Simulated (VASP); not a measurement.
# WS2 (R3m) in VASP: further runs, part 2 of 3

VASP 6.6.1. Earlier steps stand in the parts before.

**4. Electric field gradients, PBEsol (volume scaled by 0.96)**

INCAR reads:

```
  PREC = Accurate
  ENCUT = 520
  EDIFF = 1E-8
  ISMEAR = -1
  SIGMA = 0.03
  LREAL = F
  LASPH = T
  NELM = 100
  ALGO = Normal
  ISIF = 2
  LWAVE = F
  LCHARG = F
  GGA = PS
  LEFG = T
  NBANDS = 20
```

KPOINTS reads:

```
regular mesh
0
Gamma
  15 15 15
```

POSCAR reads:

```
WS2
1.0
    1.5576599252      0.8993153771      6.0800315456
   -1.5576599252      0.8993153771      6.0800315456
    0.0000000000     -1.7986307542      6.0800315456
W S
1 2
Direct
    0.0000000000      0.0000000000      0.0000000000
    0.7503000000      0.7503000000      0.7503000000
    0.5810000000      0.5810000000      0.5810000000
```

Potentials or basis: VASP PAW PBE potentials, release 64 (W_sv, S).

The run is started by

```bash
$ cat potpaw_PBE.64/W_sv/POTCAR potpaw_PBE.64/S/POTCAR > POTCAR
$ mpirun -np 1 vasp_std > vasp.out
```

OUTCAR:

```text
PREC = Accurate
   ENCUT = 520
   EDIFF = 1E-8
   ISMEAR = -1
   LREAL = F
   LASPH = T
   NELM = 100
   ISIF = 2
   GGA = PS

 ion  position               nearest neighbor table
   1  0.000  0.000  0.000-   2 2.36   2 2.36   2 2.36   3 2.38   3 2.38   3 2.38
   2  0.750  0.750  0.750-   1 2.36   1 2.36   1 2.36
   3  0.581  0.581  0.581-   1 2.38   1 2.38   1 2.38

  LATTYP: Found a trigonal (rhomboedric) cell.
 ALAT       =     6.3404933708
 COS(alpha) =     0.8792939096

  Lattice vectors:

 A1 = (   1.5576599252,   0.8993153771,   6.0800315456)
 A2 = (  -1.5576599252,   0.8993153771,   6.0800315456)
 A3 = (   0.0000000000,  -1.7986307542,   6.0800315456)

Analysis of symmetry for initial positions (statically):
=====================================================================
 Subroutine PRICEL returns:
 Original cell was already a primitive cell.

 Routine SETGRP: Setting up the symmetry group for a
 trigonal (rhombohedral) supercell.
[... 746 lines left out ...]
     0.000000000 -1.798630754  6.080031546     0.000000000 -0.370652323  0.054824277

 POSITION                                       TOTAL-FORCE (eV/Angst)
 -----------------------------------------------------------------------------------
      0.00000      0.00000      0.00000         0.000000      0.000000     -0.660963
      0.00000      0.00000     13.68554         0.000000      0.000000      1.051321
      0.00000      0.00000     10.59749         0.000000     -0.000000     -0.390358
 -----------------------------------------------------------------------------------
    total drift:                                0.000000      0.000000      0.000158

  FREE ENERGIE OF THE ION-ELECTRON SYSTEM (eV)
  ---------------------------------------------------
  free  energy   TOTEN  =       -25.2211473093 eV

  energy  without entropy=      -25.2211473090  energy(sigma->0) =      -25.22114731

 Electric field gradients (V/A^2)
---------------------------------------------------------------------
 ion       V_xx      V_yy      V_zz      V_xy      V_xz      V_yz
---------------------------------------------------------------------
   1      81.391    81.391  -162.782     0.000    -0.000    -0.000
   2      25.975    25.975   -51.951     0.000     0.000    -0.000
   3      22.078    22.078   -44.157    -0.000    -0.000     0.000
---------------------------------------------------------------------

 Electric field gradients after diagonalization (V/A^2)
 (convention: |V_zz| > |V_xx| > |V_yy|)
----------------------------------------------------------------------
 ion       V_xx      V_yy      V_zz     asymmetry (V_yy - V_xx)/ V_zz
----------------------------------------------------------------------
   1      81.391    81.391  -162.782       0.000
   2      25.975    25.975   -51.951       0.000
   3      22.078    22.078   -44.157       0.000
----------------------------------------------------------------------

           NMR quadrupolar parameters

 Cq : quadrupolar parameter    Cq=e*Q*V_zz/h
 eta: asymmetry parameters     (V_yy - V_xx)/ V_zz
 Q  : nuclear electric quadrupole moment in mb (millibarn)
----------------------------------------------------------------------
 ion       Cq(MHz)       eta       Q (mb)
----------------------------------------------------------------------
   1      -0.394       0.000       1.000
   2      -0.126       0.000       1.000
   3      -0.107       0.000       1.000
----------------------------------------------------------------------
```

OSZICAR:

```text
N       E                     dE             d eps       ncg     rms          rms(c)
DAV:   1     0.199403273977E+03    0.19940E+03   -0.13085E+04 13760   0.131E+03
DAV:   2    -0.160150070442E+02   -0.21542E+03   -0.20831E+03 16028   0.346E+02
DAV:   3    -0.262956735868E+02   -0.10281E+02   -0.10178E+02 17276   0.712E+01
DAV:   4    -0.264380912549E+02   -0.14242E+00   -0.14231E+00 16564   0.906E+00
DAV:   5    -0.264404362898E+02   -0.23450E-02   -0.23449E-02 17056   0.122E+00    0.302E+01
DAV:   6    -0.253931847647E+02    0.10473E+01   -0.45818E+00 15420   0.152E+01    0.124E+01
DAV:   7    -0.252665329410E+02    0.12665E+00   -0.10720E+00 14516   0.587E+00    0.546E+00
DAV:   8    -0.252232711691E+02    0.43262E-01   -0.23255E-01 15848   0.324E+00    0.134E+00
DAV:   9    -0.252215212307E+02    0.17499E-02   -0.11693E-02 17492   0.733E-01    0.591E-01
DAV:  10    -0.252211720151E+02    0.34922E-03   -0.45501E-03 16000   0.469E-01    0.578E-02
DAV:  11    -0.252211393080E+02    0.32707E-04   -0.46200E-04 15428   0.148E-01    0.559E-02
DAV:  12    -0.252211443355E+02   -0.50274E-05   -0.47117E-05 16116   0.544E-02    0.108E-02
DAV:  13    -0.252211471210E+02   -0.27855E-05   -0.60358E-06 15836   0.182E-02    0.621E-03
DAV:  14    -0.252211472099E+02   -0.88854E-07   -0.84573E-07 16500   0.578E-03    0.154E-03
DAV:  15    -0.252211473006E+02   -0.90782E-07   -0.15520E-07 15844   0.264E-03    0.118E-03
DAV:  16    -0.252211473093E+02   -0.86839E-08   -0.11435E-08 12752   0.751E-04
   1 F= -.25221147E+02 E0= -.25221147E+02  d E =-.349599E-09
```

stdout:

```text
POSCAR found type information on POSCAR W S
 POSCAR found :  2 types and       3 ions
 scaLAPACK will be used
 -----------------------------------------------------------------------------
|                                                                             |
|                                                                             |
|     You enforced a specific xc type in the INCAR file but a different       |
|     I HOPE YOU KNOW WHAT YOU ARE DOING!                                     |
|                                                                             |
 -----------------------------------------------------------------------------

 LDA part: xc-table for (Slater+PW92), standard interpolation
 POSCAR, INCAR and KPOINTS ok, starting setup
 FFT: planning ... GRIDC
 FFT: planning ... GRID_SOFT
 FFT: planning ... GRID
 WAVECAR not read
 entering main loop
ion   1

ion   2

ion   3
```

Wall time 13 min (1 thread of AMD EPYC 9R45 (Zen 5), shared host); peak memory 0.52 GiB.

What came out:

```yaml
Free_energy: -25.2211 eV
Pressure: 7.0 GPa
Largest_force: 1.051 eV/Å
Band_gap_on_the_k_mesh: 0.99 eV, indirect (least direct gap 1.99 eV)
```

Forces in eV/Å, atoms in the order of the input:
```
W    0.000  0.000 -0.661
S    0.000  0.000  1.051
S    0.000  0.000 -0.390
```

Electric field gradients, principal values (V/Å²):
```tsv
atom	least	middle	greatest (by size)
1 W	81.391	81.391	-162.782
2 S	25.975	25.975	-51.951
3 S	22.078	22.078	-44.157
```

Caveat: without QUAD_EFG the Cq values of the log hold for a quadrupole moment of 1 mb, not for the nuclei; the PAW data sets were made with another functional, which shifts forces and pressure a little; spin-orbit coupling is left out, which moves the levels of the heavy elements.

**5. Electric field gradients, PBEsol (volume scaled by 0.96)**

INCAR reads:

```
SYSTEM = WS2
  ALGO = Normal
  EDIFF = 1E-8
  ENCUT = 520
  GGA = PS
  ISIF = 2
  ISMEAR = -1
  LASPH = .True.
  LCHARG = .False.
  LEFG = .True.
  LREAL = .False.
  LWAVE = .False.
  NBANDS = 20
  NELM = 100
  PREC = Accurate
  SIGMA = 0.03
```

KPOINTS reads:

```
k-points
0
Gamma
  15 15 15
  0 0 0
```

POSCAR is that of step 4.

Potentials or basis: VASP PAW PBE potentials, release 64 (W_sv, S).

The run is started by

```bash
$ cat potpaw_PBE.64/W_sv/POTCAR potpaw_PBE.64/S/POTCAR > POTCAR
$ mpirun -np 1 vasp_std > vasp.out
```

OUTCAR:

```text
SYSTEM = WS2
   EDIFF = 1E-8
   ENCUT = 520
   GGA = PS
   ISIF = 2
   ISMEAR = -1
   LASPH = .True.
   LREAL = .False.
   NELM = 100
   PREC = Accurate

 ion  position               nearest neighbor table
   1  0.000  0.000  0.000-   2 2.36   2 2.36   2 2.36   3 2.38   3 2.38   3 2.38
   2  0.750  0.750  0.750-   1 2.36   1 2.36   1 2.36
   3  0.581  0.581  0.581-   1 2.38   1 2.38   1 2.38

  LATTYP: Found a trigonal (rhomboedric) cell.
 ALAT       =     6.3404933708
 COS(alpha) =     0.8792939096

  Lattice vectors:

 A1 = (   1.5576599252,   0.8993153771,   6.0800315456)
 A2 = (  -1.5576599252,   0.8993153771,   6.0800315456)
 A3 = (   0.0000000000,  -1.7986307542,   6.0800315456)
[... 749 lines left out ...]
  energy-cutoff  :      520.00
  volume of cell :       51.10
      direct lattice vectors                 reciprocal lattice vectors
     1.557659925  0.899315377  6.080031546     0.320994327  0.185326161  0.054824277
    -1.557659925  0.899315377  6.080031546    -0.320994327  0.185326161  0.054824277
     0.000000000 -1.798630754  6.080031546     0.000000000 -0.370652323  0.054824277

 POSITION                                       TOTAL-FORCE (eV/Angst)
 -----------------------------------------------------------------------------------
      0.00000      0.00000      0.00000         0.000000      0.000000     -0.660963
      0.00000      0.00000     13.68554         0.000000      0.000000      1.051321
      0.00000      0.00000     10.59749         0.000000     -0.000000     -0.390358
 -----------------------------------------------------------------------------------
    total drift:                                0.000000      0.000000      0.000158

  FREE ENERGIE OF THE ION-ELECTRON SYSTEM (eV)
  ---------------------------------------------------
  free  energy   TOTEN  =       -25.2211473093 eV

  energy  without entropy=      -25.2211473090  energy(sigma->0) =      -25.22114731

 Electric field gradients (V/A^2)
---------------------------------------------------------------------
 ion       V_xx      V_yy      V_zz      V_xy      V_xz      V_yz
---------------------------------------------------------------------
   1      81.391    81.391  -162.782     0.000    -0.000    -0.000
   2      25.975    25.975   -51.951     0.000     0.000    -0.000
   3      22.078    22.078   -44.157    -0.000    -0.000     0.000
---------------------------------------------------------------------

 Electric field gradients after diagonalization (V/A^2)
 (convention: |V_zz| > |V_xx| > |V_yy|)
----------------------------------------------------------------------
 ion       V_xx      V_yy      V_zz     asymmetry (V_yy - V_xx)/ V_zz
----------------------------------------------------------------------
   1      81.391    81.391  -162.782       0.000
   2      25.975    25.975   -51.951       0.000
   3      22.078    22.078   -44.157       0.000
----------------------------------------------------------------------

           NMR quadrupolar parameters

 Cq : quadrupolar parameter    Cq=e*Q*V_zz/h
 eta: asymmetry parameters     (V_yy - V_xx)/ V_zz
 Q  : nuclear electric quadrupole moment in mb (millibarn)
----------------------------------------------------------------------
 ion       Cq(MHz)       eta       Q (mb)
----------------------------------------------------------------------
   1      -0.394       0.000       1.000
   2      -0.126       0.000       1.000
   3      -0.107       0.000       1.000
----------------------------------------------------------------------
```

stdout:

```text
POSCAR found type information on POSCAR W S
 POSCAR found :  2 types and       3 ions
 scaLAPACK will be used
 -----------------------------------------------------------------------------
|                                                                             |
|                                                                             |
|     You enforced a specific xc type in the INCAR file but a different       |
|     I HOPE YOU KNOW WHAT YOU ARE DOING!                                     |
|                                                                             |
 -----------------------------------------------------------------------------

 LDA part: xc-table for (Slater+PW92), standard interpolation
 POSCAR, INCAR and KPOINTS ok, starting setup
 FFT: planning ... GRIDC
 FFT: planning ... GRID_SOFT
 FFT: planning ... GRID
 WAVECAR not read
 entering main loop
ion   1

ion   2

ion   3
```

It took 12 min on 1 thread of AMD EPYC 9R45 (Zen 5), shared host; peak memory 0.52 GiB.

What came out:

```yaml
Free_energy: -25.2211 eV
Pressure: 7.0 GPa
Largest_force: 1.051 eV/Å
Band_gap_on_the_k_mesh: 0.99 eV, indirect (least direct gap 1.99 eV)
```

Forces in eV/Å, atoms in the order of the input:
```
W    0.000  0.000 -0.661
S    0.000  0.000  1.051
S    0.000  0.000 -0.390
```

Stress tensor (GPa, compression positive):
```
6.38 0.00 0.00
0.00 6.38 0.00
0.00 0.00 8.16
```

Levels at points of the mesh, in eV from the valence-band top:
```tsv
k point	band 11	band 12	band 13	band 14	band 15	band 16
(0.00, 0.00, 0.00)	-2.40	-1.63	-1.36	2.24	2.24	2.67
```

Electric field gradients, principal values (V/Å²):
```
atom   least  middle  greatest (by size)
 1 W  81.391  81.391            -162.782
 2 S  25.975  25.975             -51.951
 3 S  22.078  22.078             -44.157
```

Caveat: without QUAD_EFG the Cq values of the log hold for a quadrupole moment of 1 mb, not for the nuclei; the PAW data sets were made with another functional, which shifts forces and pressure a little; spin-orbit coupling is left out, which moves the levels of the heavy elements. A k mesh can miss the band edges.

(Continued in part 3 of 3.)
